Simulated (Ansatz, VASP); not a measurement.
**C13O in VASP and in Ansatz**

```xyz
14
Lattice="4.9327 0.0000 0.0000 0.0000 8.5223 0.0000 0.0000 0.0000 22.9416" Properties=species:S:1:pos:R:3 pbc="T T T"
C     0.0000    0.0000    4.0000
C     2.4663    0.0000    4.0000
C     1.2332    0.0000    4.7120
C     3.6995    0.0000    4.7120
C     1.2332    0.0000    6.1359
C     3.6995    0.0000    6.1359
C     0.0000    0.0000    6.8300
C     2.4663    0.0000    6.8300
C     0.0000    0.0000    8.3191
C     2.4663    0.0000    8.3191
C     1.2332    0.0000    8.9416
C     3.6995    0.0000    8.9416
C     0.6166    8.0023   10.7016
O     0.6166    9.0423   10.7016
```

Alike in both runs: task single point; functional PBE; k mesh 6 × 3 × 1; occupations gaussian, width 0.1 eV; no spin polarisation.

|  | VASP | Ansatz |
| --- | --- | --- |
| version | VASP 6.6.1 | Ansatz 0.2.0 |
| potentials or method | VASP PAW PBE potentials, release 64 (C, O), cutoff 520 eV | scalar-relativistic, plane waves, PAW |
| valence electrons in the cell | 58 | 58 |

|  | VASP | Ansatz | Ansatz less VASP |
| --- | --- | --- | --- |
| gap on the k mesh at the Fermi level (eV) | 0.05 | 0.05 | 0.000 |
| least direct gap on the mesh (eV) | 0.05 | 0.05 | -0.001 |
| rms of the force components (eV/Å) | 4.541 | 4.287 | -0.2543 |

Atom by atom the forces differ by 0.266 eV/Å (rms over components).

Noted on VASP's run: the standard files for N, O and F lose accuracy on very short bonds.
